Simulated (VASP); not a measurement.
# LiCl (Fm-3m) in VASP: further runs

LiCl is run at these levels: HSE06; tasks: single point.

Everything below comes from runs of VASP 6.6.1. Logs are shortened: lines on timing, memory, paths and dates and some standing lists are left out, and cuts for length are marked.

## (1) The cell of the first run

It takes space group Fm-3m (No. 225, cubic). The conventional cell has a = 5.035 Å, b = 5.035 Å, c = 5.035 Å, α = 90.00°, β = 90.00°, γ = 90.00°. Within 3.3 Å of Li (site symmetry m-3m) lie 6 Cl at 2.52 Å. Cl (site symmetry m-3m) has 6 Li at 2.52 Å within 3.3 Å.

## (2) Single point, HSE06 (strain -1.5%)

POSCAR

```
LiCl
1.0
    0.0000000000      2.5176964340      2.5176964340
    2.5176964340      0.0000000000      2.5176964340
    2.5176964340      2.5176964340      0.0000000000
Li Cl
1 1
Direct
    0.0000000000      0.0000000000      0.0000000000
    0.5000000000      0.5000000000      0.5000000000
```

INCAR.step1

```
ALGO = Normal
EDIFF = 1E-5
ENCUT = 520
GGA = PE
ISIF = 2
ISMEAR = 0
LASPH = T
LCHARG = F
LREAL = F
LWAVE = T
NBANDS = 12
NELM = 80
PREC = Accurate
SIGMA = 0.01
```

INCAR.step2

```
ALGO = Normal
EDIFF = 1E-6
ENCUT = 520
GGA = PE
HFSCREEN = 0.2079
ISIF = 2
ISMEAR = 0
ISTART = 1
LASPH = T
LCHARG = F
LHFCALC = T
LREAL = F
LWAVE = F
NBANDS = 12
NELM = 80
PREC = Accurate
PRECFOCK = Normal
SIGMA = 0.01
```

KPOINTS

```
k-points
0
Gamma
  6 6 6
```

Potentials or basis: VASP PAW PBE potentials, release 64 (Li_sv, Cl).

Command:

```sh
$ cat potpaw_PBE.64/Li_sv/POTCAR potpaw_PBE.64/Cl/POTCAR > POTCAR
$ cp INCAR.step1 INCAR
$ mpirun -np 1 vasp_std > vasp.out
$ cp INCAR.step2 INCAR
$ mpirun -np 1 vasp_std > vasp.out
```

OUTCAR:

```text
EDIFF = 1E-6
   ENCUT = 520
   GGA = PE
   HFSCREEN = 0.2079
   ISIF = 2
   ISMEAR = 0
   ISTART = 1
   LASPH = T
   LHFCALC = T
   LREAL = F
   NELM = 80
   PREC = Accurate
   PRECFOCK = Normal

 ion  position               nearest neighbor table
   1  0.000  0.000  0.000-   2 2.52   2 2.52   2 2.52   2 2.52   2 2.52   2 2.52
   2  0.500  0.500  0.500-   1 2.52   1 2.52   1 2.52   1 2.52   1 2.52   1 2.52

  LATTYP: Found a face centered cubic cell.
 ALAT       =     5.0353928680

  Lattice vectors:

 A1 = (   0.0000000000,   2.5176964340,   2.5176964340)
 A2 = (   2.5176964340,   0.0000000000,   2.5176964340)
 A3 = (   2.5176964340,   2.5176964340,   0.0000000000)

Analysis of symmetry for initial positions (statically):
=====================================================================
 Subroutine PRICEL returns:
 Original cell was already a primitive cell.

 Routine SETGRP: Setting up the symmetry group for a
 face centered cubic supercell.

 Subroutine GETGRP returns: Found 48 space group operations
 (whereof 48 operations were pure point group operations)
 out of a pool of 48 trial point group operations.

The static configuration has the point symmetry O_h .

Analysis of symmetry for dynamics (positions and initial velocities):
=====================================================================
 Subroutine PRICEL returns:
 Original cell was already a primitive cell.

 Routine SETGRP: Setting up the symmetry group for a
 face centered cubic supercell.

 Subroutine GETGRP returns: Found 48 space group operations
 (whereof 48 operations were pure point group operations)
 out of a pool of 48 trial point group operations.

The dynamic configuration has the point symmetry O_h .

 Subroutine INISYM returns: Found 48 space group operations
 (whereof 48 operations are pure point group operations),
 and found     1 'primitive' translations

----------------------------------------------------------------------------------------

                                     Primitive cell

  volume of cell :      31.9183

  direct lattice vectors                    reciprocal lattice vectors
     0.000000000  2.517696434  2.517696434    -0.198594236  0.198594236  0.198594236
     2.517696434  0.000000000  2.517696434     0.198594236 -0.198594236  0.198594236
     2.517696434  2.517696434  0.000000000     0.198594236  0.198594236 -0.198594236

  length of vectors
     3.560560443  3.560560443  3.560560443     0.343975307  0.343975307  0.343975307

  position of ions in fractional coordinates (direct lattice)
     0.000000000  0.000000000  0.000000000
     0.500000000  0.500000000  0.500000000

  ion indices of the primitive-cell ions
   primitive index   ion index
                 1           1
                 2           2

----------------------------------------------------------------------------------------

 KPOINTS: k-points

Automatic generation of k-mesh.
 Grid dimensions read from file:
 generate k-points for:    6    6    6

 Generating k-lattice:

  Cartesian coordinates                     Fractional coordinates (reciprocal lattice)
    -0.033099039  0.033099039  0.033099039     0.166666667  0.000000000  0.000000000
     0.033099039 -0.033099039  0.033099039     0.000000000  0.166666667  0.000000000
     0.033099039  0.033099039 -0.033099039     0.000000000  0.000000000  0.166666667

  Length of vectors
     0.057329218  0.057329218  0.057329218

  Shift w.r.t. Gamma in fractional coordinates (k-lattice)
     0.000000000  0.000000000  0.000000000

 Subroutine IBZKPT returns following result:
 ===========================================

 Found     16 irreducible k-points:

 Following reciprocal coordinates:
            Coordinates               Weight
  0.000000  0.000000  0.000000      1.000000
  0.166667  0.000000  0.000000      8.000000
  0.333333  0.000000  0.000000      8.000000
  0.500000  0.000000  0.000000      4.000000
  0.166667  0.166667  0.000000      6.000000
  0.333333  0.166667  0.000000     24.000000
[... 8 lines left out ...]
 -0.333333  0.333333  0.166667     24.000000
 -0.333333  0.500000  0.166667     12.000000
   k-points           NKPTS =     16   k-points in BZ     NKDIM =    216   number of bands    NBANDS=     12
   number of dos      NEDOS =    301   number of ions     NIONS =      2
   total plane-waves  NPLWV =  21952
   dimension x,y,z NGX =    28 NGY =   28 NGZ =   28
   dimension x,y,z NGXF=    56 NGYF=   56 NGZF=   56
   ions per type =               1   1
   NGX,Y,Z   is equivalent  to a cutoff of  13.07, 13.07, 13.07 a.u.
   NGXF,Y,Z  is equivalent  to a cutoff of  26.15, 26.15, 26.15 a.u.
 SYSTEM =  unknown system
   PREC   = accura    normal or accurate (medium, high low for compatibility)
   ISTART =      1    job   : 0-new  1-cont  2-samecut
   ICHARG =      0    charge: 1-file 2-atom 10-const
   ISPIN  =      1    spin polarized calculation?
   LNONCOLLINEAR =      F non collinear calculations
   LSORBIT =      F    spin-orbit coupling
   LASPH  =      T    aspherical Exc in radial PAW
   ENCUT  =  520.0 eV  38.22 Ry    6.18 a.u.   6.62  6.62  6.62*2*pi/ulx,y,z
   NELM   =     80;   NELMIN=  2; NELMDL=  0     # of ELM steps
   EDIFF  = 0.1E-05   stopping-criterion for ELM
   LREAL  =      F    real-space projection
   EDIFFG = 0.1E-04   stopping-criterion for IOM
   NSW    =      0    number of steps for IOM
   IBRION =     -1    ionic relax: 0-MD 1-quasi-New 2-CG
   NFREE  =      0    steps in history (QN), initial steepest desc. (CG)
   ISIF   =      2    stress and relaxation
   ISYM   =      3    0-nonsym 1-usesym 2-fastsym
   POTIM  = 0.5000    time-step for ionic-motion
   TEBEG  =    0.0;   TEEND  =   0.0 temperature during run
   PSTRESS=    0.0 pullay stress
   NELECT =      10.0000    total number of electrons
   NUPDOWN=      -1.0000    fix difference up-down
   EMIN   =  10.00;   EMAX   =-10.00  energy-range for DOS
   EFERMI =   0.00;   METHOD = LEGACY
   ISMEAR =     0;   SIGMA  =   0.01  broadening in eV -4-tet -1-fermi 0-gaus
   EFERMI_NEDOS =   21; number of points for ismear=-14 and -15
   IALGO  =     38    algorithm
   IMIX   =      1    mixing-type and parameters
     AMIX     =   0.40;   BMIX     =  1.00
     AMIX_MAG =   1.60;   BMIX_MAG =  1.00
  volume/ion in A,a.u.               =      15.96       107.70
  Fermi-wavevector in a.u.,A,eV,Ry     =   1.111889  2.101166 16.820847  1.236297
  Thomas-Fermi vector in A             =   2.248457
   LORBIT       =      0    0 simple, 1 ext, 2 COOP (PROOUT), +10 PAW based schemes
   GGA     = PE    functional components
   LHFCALC =     T    Hartree Fock is set to
   PRECFOCK=normal    Normal, Fast or Accurate (Low or Medium for compatibility)
   ENCUT4O =  -1.0   cutoff for four orbital integrals eV
   NKREDX  =     1    reduce k-point grid by
   NKREDY  =     1    reduce k-point grid by
   NKREDZ  =     1    reduce k-point grid by
   AEXX    =    0.2500 exact exchange contribution
   HFSCREEN=    0.2079 screening length (either q_TF or 0.3 A-1)
   HFSCREENC=   0.2079 screening length for correlation (either q_TF or 0.3 A-1)
   ENCUTFOCK=  -1.0 apply spherical cutoff to Coloumb kernel
   IVDW    =     0    specifies the selected vdW correction
   LEPSILON=     F    determine dielectric tensor
   LRPA    =     F    only Hartree local field effects (RPA)
 non-spin polarized calculation
 Gauss-broadening in eV      SIGMA  =   0.01
  energy-cutoff  :      520.00
  volume of cell :       31.92
 maximum number of plane-waves:       881
 NGX is ok and might be reduce to    28
  NGX = 20; NGY = 20; NGZ = 20

 number of electron       9.9999994 magnetization

 Free energy of the ion-electron system (eV)
  ---------------------------------------------------
  ext. energy  EPLUGINS =         0.00000000
  ---------------------------------------------------
  free energy    TOTEN  =        -8.45135645 eV

  energy without entropy =       -8.45135645  energy(sigma->0) =       -8.45135645

 E-fermi :   0.1781     XC(G=0):  -7.4538

 val. band max:        0.0505671717   @ k =   0.0000   0.0000   0.0000
 cond. band min:       8.1332808260   @ k =   0.0000   0.0000   0.0000
 fundamental gap:      8.0827136542
 Fermi energy:         0.1781181689

 k-point     1 :       0.0000    0.0000    0.0000
  band No.  band energies     occupation
      1     -46.1344      2.00000
      2     -14.8336      2.00000
      3       0.0506      2.00000
      4       0.0506      2.00000
      5       0.0506      2.00000
      6       8.1333      0.00000
      7      13.5657      0.00000
      8      13.5657      0.00000
      9      13.5657      0.00000
     10      16.5561      0.00000
     11      16.5562      0.00000
     12      16.6241      0.00000

 k-point     2 :       0.1667    0.0000    0.0000
  band No.  band energies     occupation
      1     -46.1334      2.00000
      2     -14.6731      2.00000
      3      -0.9368      2.00000
      4      -0.0334      2.00000
      5      -0.0334      2.00000
      6       8.8207      0.00000
      7      12.5838      0.00000
      8      13.2120      0.00000
      9      13.2121      0.00000
     10      14.9891      0.00000
     11      14.9891      0.00000
     12      17.2578      0.00000

 k-point     3 :       0.3333    0.0000    0.0000
  band No.  band energies     occupation
      1     -46.1313      2.00000
      2     -14.3205      2.00000
      3      -2.5417      2.00000
      4      -0.1882      2.00000
      5      -0.1882      2.00000
      6       8.6211      0.00000
      7      11.6605      0.00000
      8      11.6606      0.00000
      9      13.8282      0.00000
     10      17.0344      0.00000
     11      17.0344      0.00000
     12      18.1073      0.00000
[... 166 lines left out ...]
 k-point    15 :      -0.3333    0.3333    0.1667
  band No.  band energies     occupation
      1     -46.1292      2.00000
      2     -13.9048      2.00000
      3      -2.7268      2.00000
      4      -1.9821      2.00000
      5      -0.8769      2.00000
      6      10.5636      0.00000
      7      11.0225      0.00000
      8      12.7712      0.00000
      9      13.0860      0.00000
     10      17.2486      0.00000
     11      18.2615      0.00000
     12      20.7680      0.00000

 k-point    16 :      -0.3333    0.5000    0.1667
  band No.  band energies     occupation
      1     -46.1287      2.00000
      2     -13.8239      2.00000
      3      -2.9187      2.00000
      4      -1.8969      2.00000
      5      -1.2104      2.00000
      6      10.4178      0.00000
      7      10.9191      0.00000
      8      13.2478      0.00000
      9      13.4275      0.00000
     10      17.1681      0.00000
     11      19.4671      0.00000
     12      20.9724      0.00000

------------------------ aborting loop because EDIFF is reached ----------------------------------------

  FORCE on cell =-STRESS in cart. coord.  units (eV):
  Direction    XX          YY          ZZ          XY          YZ          ZX
  --------------------------------------------------------------------------------------
  -------------------------------------------------------------------------------------
  Total        0.3298260      0.3298260      0.3298260     -0.0000000     -0.0000000     -0.0000000
  in kB       16.5560002     16.5560002     16.5560002     -0.0000000     -0.0000000     -0.0000000
  external PRESSURE =      16.5560002 kB  Pullay stress =       0.0000000 kB

 VOLUME and BASIS-vectors are now :
 -----------------------------------------------------------------------------
  energy-cutoff  :      520.00
  volume of cell :       31.92
      direct lattice vectors                 reciprocal lattice vectors
     0.000000000  2.517696434  2.517696434    -0.198594236  0.198594236  0.198594236
     2.517696434  0.000000000  2.517696434     0.198594236 -0.198594236  0.198594236
     2.517696434  2.517696434  0.000000000     0.198594236  0.198594236 -0.198594236

 POSITION                                       TOTAL-FORCE (eV/Angst)
 -----------------------------------------------------------------------------------
      0.00000      0.00000      0.00000         0.000000     -0.000000      0.000000
      2.51770      2.51770      2.51770        -0.000000      0.000000     -0.000000
 -----------------------------------------------------------------------------------
    total drift:                               -0.000000      0.000000      0.000000

  FREE ENERGIE OF THE ION-ELECTRON SYSTEM (eV)
  ---------------------------------------------------
  free  energy   TOTEN  =        -8.4513564518 eV

  energy  without entropy=       -8.4513564518  energy(sigma->0) =       -8.45135645
```

It took 5.1 min on 1 thread of AMD EPYC 9R45 (Zen 5), shared host; peak memory 0.23 GiB.

Results:

* Free energy: -8.4514 eV
* Band gap on the k mesh: 8.08 eV, direct

Caveat: the cell differs from its parent crystal (strain -1.5%); the cutoff is under 1.25 times the usual one of these potentials, so pressure, stress and relaxed cells hold a basis-set (Pulay) error; the PAW data sets were made with another functional, which shifts forces and pressure a little. A k mesh can miss the band edges.

## (3) Single point, HSE06

This run uses another cell than the first one, of 16.70 Å³/atom, 1.046 times its volume.

POSCAR

```
LiCl
1.0
    0.0000000000      2.5560369889      2.5560369889
    2.5560369889      0.0000000000      2.5560369889
    2.5560369889      2.5560369889      0.0000000000
Li Cl
1 1
Direct
    0.0000000000      0.0000000000      0.0000000000
    0.5000000000      0.5000000000      0.5000000000
```

INCAR.step1 is that of step 2.

Changes to INCAR.step2 since step 2:

```diff
@@ -1,3 +1,3 @@
 ALGO = Normal
-EDIFF = 1E-6
+EDIFF = 1E-7
 ENCUT = 520
```

KPOINTS is that of step 2.

Potentials or basis: VASP PAW PBE potentials, release 64 (Li_sv, Cl).

Command:

```sh
$ cat potpaw_PBE.64/Li_sv/POTCAR potpaw_PBE.64/Cl/POTCAR > POTCAR
$ cp INCAR.step1 INCAR
$ mpirun -np 1 vasp_std > vasp.out
$ cp INCAR.step2 INCAR
$ mpirun -np 1 vasp_std > vasp.out
```

Wall time 9.1 min (1 thread of AMD EPYC 9R45 (Zen 5), shared host); peak memory 0.24 GiB.

Results (log left out):

| Property | Result |
| --- | --- |
| Free energy | -8.4594 eV |
| Band gap on the k mesh | 7.79 eV, direct |

Levels at points of the mesh, in eV from the valence-band top:
| k point | band 2 | band 3 | band 4 | band 5 | band 6 | band 7 | band 8 | band 9 |
| --- | --- | --- | --- | --- | --- | --- | --- | --- |
| (0.00, 0.00, 0.00) | -14.70 | 0.00 | 0.00 | 0.00 | 7.79 | 13.47 | 13.47 | 13.47 |
| (0.50, 0.00, 0.00) | -14.06 | -3.09 | -0.29 | -0.29 | 8.13 | 11.00 | 11.00 | 14.83 |
| (0.50, 0.50, 0.00) | -13.79 | -3.16 | -1.21 | -1.21 | 9.32 | 9.61 | 14.23 | 15.94 |

Caveat: the cutoff is under 1.25 times the usual one of these potentials, so pressure, stress and relaxed cells hold a basis-set (Pulay) error; the PAW data sets were made with another functional, which shifts forces and pressure a little.
